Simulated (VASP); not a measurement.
Wanted: the native input for a VASP 6.6.1 run.

```
Task                   : single point
Functional             : PBE
Potentials or basis    : VASP PAW PBE potentials, release 64 (Al, Ga_d, As)
Cutoff                 : 520 eV
k mesh                 : 4 × 4 × 4
Occupations            : gaussian, width 0.1 eV
Spin                   : no spin polarisation
Dipole correction      : no
Further INCAR settings : ALGO = Normal; EDIFF = 1e-06; NBANDS = 31
```

The structure of Al3GaAs4 lies in POSCAR:

```
Al3GaAs4
1.0
    5.4388695300      0.0000000000      0.0000000000
    0.0000000000      5.4388695300      0.0000000000
    0.0000000000      0.0000000000      5.4388695300
Al Ga As
3 1 4
Direct
    0.0000000000      0.5000000000      0.5000000000
    0.5000000000      0.0000000000      0.5000000000
    0.5000000000      0.5000000000      0.0000000000
    0.0000000000      0.0000000000      0.0000000000
    0.2500000000      0.2500000000      0.7500000000
    0.2500000000      0.7500000000      0.2500000000
    0.7500000000      0.2500000000      0.2500000000
    0.7500000000      0.7500000000      0.7500000000
```

The input as run:

INCAR

```
ALGO     = Normal         # electronic algorithm
EDIFF    = 1E-6           # SCF threshold, eV
ENCUT    = 520            # plane-wave cutoff, eV
GGA      = PE             # functional
ISIF     = 2              # what is computed and relaxed
ISMEAR   = 0              # smearing method
LASPH    = True           # aspherical terms in the spheres
LCHARG   = False          # write CHGCAR
LREAL    = False          # projectors in reciprocal space
LWAVE    = False          # write WAVECAR
NBANDS   = 31             # bands
NELM     = 60             # most SCF steps
PREC     = Accurate       # precision mode
SIGMA    = 0.1            # smearing width, eV
```

KPOINTS

```
k-points
0
Gamma
  4 4 4
```

Potentials or basis: VASP PAW PBE potentials, release 64 (Al, Ga_d, As).

The run is started by

```bash
$ cat potpaw_PBE.64/Al/POTCAR potpaw_PBE.64/Ga_d/POTCAR potpaw_PBE.64/As/POTCAR > POTCAR
$ mpirun -np 1 vasp_std > vasp.out
```

Results of the run:

The pressure is 14.9 GPa and the band gap on the k mesh is 1.24 eV.

Caveat: the cell stands under pressure.

Wall time 80 s on 1 thread of Intel Xeon 8259CL (shared host), peak memory 0.26 GiB.
